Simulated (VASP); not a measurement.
# InGaTe3 (P6/mmm) in VASP: notebook, part 3 of 3

VASP 6.6.1. Earlier steps stand in the parts before.

## Step 5: Relaxation of cell and atoms, PBE

This run uses another cell than the first one, of 30.53 Å³/atom.

Contents of INCAR:

```
  PREC = Accurate
  ENCUT = 600
  EDIFF = 1E-6
  ISMEAR = 0
  SIGMA = 0.1
  LREAL = False
  LASPH = True
  NELM = 100
  ALGO = Normal
  ISIF = 3
  LWAVE = False
  LCHARG = False
  GGA = PE
  IBRION = 2
  NSW = 90
  EDIFFG = -0.04
```

Contents of KPOINTS:

```
Automatic mesh
0
Gamma
  6 6 4
```

Contents of POSCAR:

```
InGaTe3
1.0
    5.4805701700      0.0000000000      0.0000000000
   -2.7402850900      4.7463129900      0.0000000000
    0.0000000000      0.0000000000      5.8690463600
In Ga Te
1 1 3
Direct
    0.0000000000      0.0000000000      0.0000000000
    0.0000000000      0.0000000000      0.5000000000
    0.5000000000      0.0000000000      0.5000000000
    0.0000000000      0.5000000000      0.5000000000
    0.5000000000      0.5000000000      0.5000000000
```

Potentials or basis: VASP PAW PBE potentials, release 64 (In_d, Ga_d, Te).

Launch:

```sh
$ cat potpaw_PBE.64/In_d/POTCAR potpaw_PBE.64/Ga_d/POTCAR potpaw_PBE.64/Te/POTCAR > POTCAR
$ mpirun -np 1 vasp_std > vasp.out
```

OUTCAR:

```text
PREC = Accurate
   ENCUT = 600
   EDIFF = 1E-6
   ISMEAR = 0
   LREAL = False
   LASPH = True
   NELM = 100
   ISIF = 3
   GGA = PE
   IBRION = 2
   NSW = 90
   EDIFFG = -0.04

 ion  position               nearest neighbor table
   1  0.000  0.000  0.000-   2 2.93   2 2.93
   2  0.000  0.000  0.500-   5 2.74   5 2.74   4 2.74   4 2.74   3 2.74   3 2.74   1 2.93   1 2.93

   3  0.500  0.000  0.500-   4 2.74   4 2.74   5 2.74   5 2.74   2 2.74   2 2.74
   4  0.000  0.500  0.500-   3 2.74   3 2.74   2 2.74   2 2.74   5 2.74   5 2.74
   5  0.500  0.500  0.500-   2 2.74   2 2.74   3 2.74   3 2.74   4 2.74   4 2.74

  LATTYP: Found a hexagonal cell.
 ALAT       =     5.4805701700
 C/A-ratio  =     1.0708824407

  Lattice vectors:

 A1 = (   5.4805701700,   0.0000000000,   0.0000000000)
 A2 = (  -2.7402850900,   4.7463129900,   0.0000000000)
 A3 = (   0.0000000000,   0.0000000000,   5.8690463600)

Analysis of symmetry for initial positions (statically):
=====================================================================
 Subroutine PRICEL returns:
 Original cell was already a primitive cell.

 Routine SETGRP: Setting up the symmetry group for a
 hexagonal supercell.

 Subroutine GETGRP returns: Found 24 space group operations
 (whereof 24 operations were pure point group operations)
 out of a pool of 24 trial point group operations.

The static configuration has the point symmetry D_6h.

Analysis of symmetry for dynamics (positions and initial velocities):
=====================================================================
 Subroutine PRICEL returns:
 Original cell was already a primitive cell.

 Routine SETGRP: Setting up the symmetry group for a
 hexagonal supercell.

 Subroutine GETGRP returns: Found 24 space group operations
 (whereof 24 operations were pure point group operations)
 out of a pool of 24 trial point group operations.

The dynamic configuration has the point symmetry D_6h.

 Subroutine INISYM returns: Found 24 space group operations
 (whereof 24 operations are pure point group operations),
 and found     1 'primitive' translations

----------------------------------------------------------------------------------------

                                     Primitive cell
[... 100 lines left out ...]
   ISYM   =      2    0-nonsym 1-usesym 2-fastsym
   POTIM  = 0.5000    time-step for ionic-motion
   TEBEG  =    0.0;   TEEND  =   0.0 temperature during run
   PSTRESS=    0.0 pullay stress
   NELECT =      44.0000    total number of electrons
   NUPDOWN=      -1.0000    fix difference up-down
   EMIN   =  10.00;   EMAX   =-10.00  energy-range for DOS
   EFERMI =   0.00;   METHOD = LEGACY
   ISMEAR =     0;   SIGMA  =   0.10  broadening in eV -4-tet -1-fermi 0-gaus
   EFERMI_NEDOS =   21; number of points for ismear=-14 and -15
   IALGO  =     38    algorithm
   IMIX   =      4    mixing-type and parameters
     AMIX     =   0.40;   BMIX     =  1.00
     AMIX_MAG =   1.60;   BMIX_MAG =  1.00
  volume/ion in A,a.u.               =      30.53       206.05
  Fermi-wavevector in a.u.,A,eV,Ry     =   1.081374  2.043500 15.910235  1.169369
  Thomas-Fermi vector in A             =   2.217389
   LORBIT       =      0    0 simple, 1 ext, 2 COOP (PROOUT), +10 PAW based schemes
   GGA     = PE    functional components
   LHFCALC =     F    Hartree Fock is set to
   AEXX    =    0.0000 exact exchange contribution
   IVDW    =     0    specifies the selected vdW correction
   LEPSILON=     F    determine dielectric tensor
   LRPA    =     F    only Hartree local field effects (RPA)
 conjugate gradient relaxation of ions
 non-spin polarized calculation
 Gauss-broadening in eV      SIGMA  =   0.10
  energy-cutoff  :      600.00
  volume of cell :      152.67
 maximum number of plane-waves:      5115
 NGX is ok and might be reduce to    48
   NGX = 21   NGY = 21   NGZ = 23

--------------------------------------- Ionic step        1  -------------------------------------------

 number of electron      43.9999984 magnetization

 Free energy of the ion-electron system (eV)
  ---------------------------------------------------
  ext. energy  EPLUGINS =         0.00000000
  ---------------------------------------------------
  free energy    TOTEN  =        -9.95462322 eV

  energy without entropy =       -9.93691929  energy(sigma->0) =       -9.94577125

 E-fermi :   6.3121     XC(G=0):  -8.8897

 val. band max:        6.3104786687   @ k =   0.5000   0.0000   0.0000
 cond. band min:       6.3638880803   @ k =   0.3333   0.1667   0.0000
 fundamental gap:      0.0534094115
 Fermi energy:         6.3121176994

 k-point     1 :       0.0000    0.0000    0.0000
  band No.  band energies     occupation
      1      -9.7135      2.00000
      2      -9.0512      2.00000
      3      -9.0512      2.00000
      4      -9.0035      2.00000
      5      -8.9430      2.00000
      6      -8.9430      2.00000
[... 831 lines left out ...]
--------------------------------------- Ionic step        7  -------------------------------------------

 number of electron      43.9999999 magnetization

 Free energy of the ion-electron system (eV)
  ---------------------------------------------------
  ext. energy  EPLUGINS =         0.00000000
  ---------------------------------------------------
  free energy    TOTEN  =       -13.88791242 eV

  energy without entropy =      -13.88239563  energy(sigma->0) =      -13.88515402

 E-fermi :   3.4477     XC(G=0):  -8.1231

 val. band max:        3.3662051823   @ k =   0.0000   0.0000   0.0000
 cond. band min:       3.5005988485   @ k =   0.3333   0.3333   0.2500
 fundamental gap:      0.1343936662
 Fermi energy:         3.4477320678

 k-point     1 :       0.0000    0.0000    0.0000
  band No.  band energies     occupation
      1     -11.6325      2.00000
      2     -11.3839      2.00000
      3     -11.3839      2.00000
      4     -11.3128      2.00000
      5     -11.3128      2.00000
      6     -11.2650      2.00000
[... 630 lines left out ...]
  FREE ENERGIE OF THE ION-ELECTRON SYSTEM (eV)
  ---------------------------------------------------
  free  energy   TOTEN  =       -13.8879124177 eV

  energy  without entropy=      -13.8823956302  energy(sigma->0) =      -13.88515402

 reached required accuracy - stopping structural energy minimisation
```

CONTCAR:

```text
InGaTe3
   1.00000000000000
     6.3295641841733739   -0.0000000009033903   -0.0000000000000000
    -3.1647820986435953    5.4815633723079973    0.0000000000000000
    -0.0000000000000000    0.0000000000000000    5.4899148915830756
  In              Ga              Te
     1     1     3
Direct
     0.0000000000000000    0.0000000000000000    0.0000000000000000
     1.0000000000000000    1.0000000000000000    0.5000000000000000
     0.5000000000000000    0.0000000000000000    0.5000000000000000
     0.0000000000000000    0.5000000000000000    0.5000000000000000
     0.5000000000000000    0.5000000000000000    0.5000000000000000

  0.00000000E+00  0.00000000E+00  0.00000000E+00
  0.00000000E+00  0.00000000E+00  0.00000000E+00
  0.00000000E+00  0.00000000E+00  0.00000000E+00
  0.00000000E+00  0.00000000E+00  0.00000000E+00
  0.00000000E+00  0.00000000E+00  0.00000000E+00
```

It took 6.2 min on 1 thread of Intel Xeon 6975P-C (Granite Rapids), shared host; peak memory 0.42 GiB.

Results:

* Free energy: -13.8879 eV
* Relaxed volume: 38.10 Å³/atom
* Relaxed cell: a = 6.330 Å, b = 6.330 Å, c = 5.490 Å, α = 90.00°, β = 90.00°, γ = 120.00°
* Space group after relaxing (to 0.1 Å): P6/mmm (No. 191)
* Energy gained by relaxing: 786.7 meV/atom
* Ionic steps: 7
* Pressure after relaxing: 0.1 GPa
* Band gap on the k mesh: zero (bands 22 and 23 overlap by 1.72 eV)

The path:
```
step  energy change (eV)  largest force (eV/Å)  pressure (GPa)  volume (Å³)
   1              0.0000                0.0000           21.32       152.67
   2             -2.5867                0.0000           -4.16       254.86
   3             -3.8737                0.0000           -0.61       203.15
   4             -3.8736                0.0000           -0.41       202.07
   5             -3.9007                0.0000           -0.32       198.87
   6             -3.9317                0.0000           -0.04       192.55
   7             -3.9333                0.0000            0.08       190.48
```

Final structure:
```
In Ga Te
1.0
     6.32956    0.00000    0.00000
    -3.16478    5.48156    0.00000
     0.00000    0.00000    5.48991
In Ga Te
1 1 3
Direct
  0.00000 0.00000 0.00000
  0.00000 0.00000 0.50000
  0.50000 0.00000 0.50000
  0.00000 0.50000 0.50000
  0.50000 0.50000 0.50000
```

Levels at points of the mesh, in eV from the Fermi level:
| k point | band 18 | band 19 | band 20 | band 21 | band 22 | band 23 | band 24 | band 25 | band 26 |
| --- | --- | --- | --- | --- | --- | --- | --- | --- | --- |
| (0.00, 0.00, 0.00) | -3.11 | -1.78 | -0.10 | -0.10 | -0.08 | 1.95 | 2.16 | 2.16 | 3.28 |
| (0.50, 0.00, 0.00) | -2.02 | -1.95 | -1.36 | -1.28 | -0.21 | -0.21 | 0.31 | 0.65 | 2.38 |
| (0.00, 0.00, 0.50) | -4.34 | -2.07 | -0.45 | -0.45 | 1.40 | 1.40 | 1.98 | 2.75 | 2.75 |
| (0.50, 0.00, 0.50) | -2.38 | -1.33 | -1.28 | -1.24 | -0.86 | -0.19 | 1.81 | 2.46 | 2.93 |

Caveat: the volume moved by over 15 % at a fixed basis, so the end points are rough; spin-orbit coupling is left out, which moves the levels of the heavy elements.

## Step 6: Relaxation of cell and atoms, PBE

Contents of INCAR:

```
PREC = Accurate
ENCUT = 600
EDIFF = 1E-6
ISMEAR = 0
SIGMA = 0.1
LREAL = F
LASPH = T
NELM = 80
ALGO = Normal
ISIF = 3
LWAVE = F
LCHARG = F
GGA = PE
IBRION = 2
NSW = 100
EDIFFG = -0.01
```

Contents of KPOINTS:

```
regular mesh
0
Gamma
  6 6 8
```

Changes to POSCAR since step 5:

```diff
@@ -2,5 +2,5 @@
 1.0
-    5.4805701700      0.0000000000      0.0000000000
-   -2.7402850900      4.7463129900      0.0000000000
-    0.0000000000      0.0000000000      5.8690463600
+    6.3144087337      0.0000000000      0.0000000000
+   -3.1572043669      5.4684383733      0.0000000000
+    0.0000000000      0.0000000000      5.5303410664
 In Ga Te
```

Potentials or basis: VASP PAW PBE potentials, release 64 (In_d, Ga_d, Te).

Launch:

```sh
$ cat potpaw_PBE.64/In_d/POTCAR potpaw_PBE.64/Ga_d/POTCAR potpaw_PBE.64/Te/POTCAR > POTCAR
$ mpirun -np 1 vasp_std > vasp.out
```

Wall time 5.3 min (1 thread of Intel Xeon 6975P-C (Granite Rapids), shared host); peak memory 0.51 GiB.

It converged, with:

* Free energy: -13.8518 eV
* Relaxed volume: 38.37 Å³/atom
* Relaxed cell: a = 6.329 Å, b = 6.329 Å, c = 5.531 Å, α = 90.00°, β = 90.00°, γ = 120.00°
* Space group after relaxing (to 0.1 Å): P6/mmm (No. 191)
* Energy gained by relaxing: 0.2 meV/atom
* Ionic steps: 5
* Pressure after relaxing: 0.0 GPa
* Band gap on the k mesh: zero (bands 22 and 23 overlap by 1.73 eV)

Step by step:
| step | energy change (eV) | largest force (eV/Å) | pressure (GPa) | volume (Å³) |
| --- | --- | --- | --- | --- |
| 1 | 0.0000 | 0.0000 | 0.21 | 190.96 |
| 2 | -0.0008 | 0.0000 | -0.10 | 192.32 |
| 3 | -0.0009 | 0.0000 | -0.06 | 191.93 |
| 4 | -0.0009 | 0.0000 | 0.05 | 191.78 |
| 5 | -0.0009 | 0.0000 | 0.01 | 191.86 |

Final structure:
```cif
data_structure
_symmetry_space_group_name_H-M 'P 1'
_symmetry_Int_Tables_number 1
_cell_length_a 6.3291
_cell_length_b 6.3291
_cell_length_c 5.5306
_cell_angle_alpha 90.000
_cell_angle_beta 90.000
_cell_angle_gamma 120.000
_cell_volume 191.86
loop_
_atom_site_label
_atom_site_type_symbol
_atom_site_fract_x
_atom_site_fract_y
_atom_site_fract_z
_atom_site_occupancy
In1 In 0.00000 0.00000 0.00000 1
Ga1 Ga 0.00000 0.00000 0.50000 1
Te1 Te 0.50000 0.00000 0.50000 1
Te2 Te 0.00000 0.50000 0.50000 1
Te3 Te 0.50000 0.50000 0.50000 1
```

Levels at points of the mesh, in eV from the Fermi level:
| k point | band 18 | band 19 | band 20 | band 21 | band 22 | band 23 | band 24 | band 25 | band 26 |
| --- | --- | --- | --- | --- | --- | --- | --- | --- | --- |
| (0.00, 0.00, 0.00) | -3.21 | -1.99 | -0.21 | -0.18 | -0.18 | 1.89 | 2.06 | 2.06 | 3.17 |
| (0.50, 0.00, 0.00) | -2.14 | -2.04 | -1.43 | -1.34 | -0.32 | -0.30 | 0.20 | 0.55 | 2.25 |
| (0.00, 0.00, 0.50) | -4.42 | -2.16 | -0.52 | -0.52 | 1.29 | 1.29 | 1.91 | 2.68 | 2.68 |
| (0.50, 0.00, 0.50) | -2.46 | -1.40 | -1.35 | -1.30 | -0.93 | -0.27 | 1.71 | 2.34 | 2.78 |

Caveat: spin-orbit coupling is left out, which moves the levels of the heavy elements.

## Step 7: Summary

```tsv
task	cell	k mesh	cutoff (eV)	gap on the mesh (eV)	pressure (GPa)	relaxed volume (Å³/atom)
single point	a = 6.314, b = 6.314, c = 5.530 Å, angles 90.0, 90.0, 120.0°, 5 atoms	6 × 6 × 4	520	none	0.2	-
single point	a = 5.481, b = 5.481, c = 5.869 Å, angles 90.0, 90.0, 120.0°, 5 atoms	6 × 6 × 4	520	none	21.3	-
single point	a = 6.333, b = 6.333, c = 5.530 Å, angles 90.0, 90.0, 120.0°, 5 atoms	6 × 6 × 8	520	none	0.0	-
relaxation of cell and atoms	relaxed from a = 5.481, b = 5.481, c = 5.869 Å, angles 90.0, 90.0, 120.0°, 5 atoms	6 × 6 × 4	600	none	0.1	38.10
relaxation of cell and atoms	relaxed from a = 6.314, b = 6.314, c = 5.530 Å, angles 90.0, 90.0, 120.0°, 5 atoms	6 × 6 × 8	600	none	0.0	38.37
```

Alike in all rows: level PBE; potentials or basis VASP PAW PBE potentials, release 64 (In_d, Ga_d, Te); no spin polarisation; smearing gaussian 0.1 eV.

Caveats: spin-orbit coupling is left out, which moves the levels of the heavy elements; the stress differs along the axes, from -1 to 33 GPa (at least some runs); the volume moved by over 15 % at a fixed basis, so the end points are rough (at least some runs).

Total energies depend on the potentials used, so only differences within one code and one set of settings carry meaning.

The gap in the log of VASP goes by the Fermi energy; the results here count the filled bands.